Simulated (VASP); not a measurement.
A run of VASP 6.6.1 is set up as follows.

The input INCAR:

```
SYSTEM = SiC
PREC = Accurate
ENCUT = 520
EDIFF = 1E-6
ISMEAR = 0
SIGMA = 0.05
LREAL = .FALSE.
LASPH = .TRUE.
NELM = 60
ALGO = Normal
ISIF = 2
LWAVE = .FALSE.
LCHARG = .FALSE.
GGA = PE
NBANDS = 11
```

File KPOINTS:

```
Automatic mesh
0
G
  12 12 12
  0 0 0
```

POSCAR

```
SiC
1.0
   -0.2295020475      2.0655184278      2.0655184278
    2.0655184278     -0.2295020475      2.0655184278
    2.0655184278      2.0655184278     -0.2295020475
Si C
1 1
Direct
    0.0000000000      0.0000000000      0.0000000000
    0.7500000000      0.7500000000      0.7500000000
```

Potentials or basis: VASP PAW PBE potentials, release 64 (Si, C).

Command:

```bash
$ cat potpaw_PBE.64/Si/POTCAR potpaw_PBE.64/C/POTCAR > POTCAR
$ mpirun -np 1 vasp_std > vasp.out
```

Question: What does it give for the pressure?

Answer: 13.9 GPa.

Question: What does it give for the largest force?

Answer: 3.305 eV/Å.

Question: Estimate the band gap on the k mesh.

Answer: 0.67 eV, indirect (least direct gap 3.07 eV).

Stress tensor (GPa, compression positive):
```
13.88 34.46 34.46
34.46 13.88 34.46
34.46 34.46 13.88
```

Caveat: forces of over 1 eV/Å act on the atoms, so gaps and moduli don't describe the material at rest. A k mesh can miss the band edges.
